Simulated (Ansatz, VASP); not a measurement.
Au in VASP and in Ansatz

Contents of POSCAR:

```
Au
1.0
    0.0000000000      2.9953688434      2.9953688434
    2.9953688434      0.0000000000      2.9953688434
    2.9953688434      2.9953688434      0.0000000000
Au
2
Direct
    0.1250000000      0.1250000000      0.1250000000
    0.8750000000      0.8750000000      0.8750000000
```

INCAR.step1

```
SYSTEM = Au
ALGO = Normal
EDIFF = 1E-4
ENCUT = 520
GGA = PE
ISMEAR = -1
LASPH = .TRUE.
LCHARG = .FALSE.
LREAL = .FALSE.
LWAVE = .TRUE.
NBANDS = 18
NELM = 80
PREC = Accurate
SIGMA = 0.1
```

File INCAR.step2:

```
SYSTEM = Au
ALGO = Normal
EDIFF = 1E-6
ENCUT = 520
ISIF = 2
ISMEAR = -1
ISTART = 1
LASPH = .TRUE.
LCHARG = .TRUE.
LELF = .TRUE.
LMIXTAU = .TRUE.
LREAL = .FALSE.
LVHAR = .TRUE.
LWAVE = .FALSE.
METAGGA = R2SCAN
NBANDS = 18
NELM = 80
PREC = Accurate
SIGMA = 0.1
```

File KPOINTS:

```
k-points
0
G
  10 10 10
  0 0 0
```

Input for Ansatz:

```yaml
crystal:
  lattice:
    - [0.0, 2.9953688434, 2.9953688434]
    - [2.9953688434, 0.0, 2.9953688434]
    - [2.9953688434, 2.9953688434, 0.0]
  atoms:
    - { symbol: Au, position: [0.125, 0.125, 0.125] }
    - { symbol: Au, position: [0.875, 0.875, 0.875] }
hamiltonian:
  xc: r2scan
  pseudopotentials:
    kind: paw
    azcp:
      Au: "pseudopotentials/Au.paw.azcp"
basis:
  ecutwfc: 500
  fft_grid_basis: typed
kpoints:
  mp_grid: { grid: [10, 10, 10], shift: [0, 0, 0] }
magnetization:
  spin_polarized: false
scf:
  occupations: { method: fermi_dirac, width: 0.1 }
  lower_state_search: "off"
output:
  stress: true
```

Alike in both runs: task single point; functional r2SCAN; k mesh 10 × 10 × 10; occupations fermi-dirac, width 0.1 eV; no spin polarisation.

|  | VASP | Ansatz |
| --- | --- | --- |
| version | VASP 6.6.1 | Ansatz 0.2.0 |
| potentials or method | VASP PAW PBE potentials, release 64 (Au), cutoff 520 eV | plane waves (500 eV) with PAW, scalar-relativistic |
| valence electrons in the cell | 22 | 38 |

Ansatz gave:

| Item | Value |
| --- | --- |
| pressure (GPa) | 3.0 |

Which values does VASP return?

Pressure (GPa): 3.2.

VASP's potentials were made for PBE, not for r2SCAN. The functional is the same, so the differences come from potentials, cutoffs and numerics. VASP's potentials hold 22 valence electrons a cell and Ansatz's 38, so a difference there can come from the potentials and not from the codes.

Neither program's run includes spin-orbit coupling.
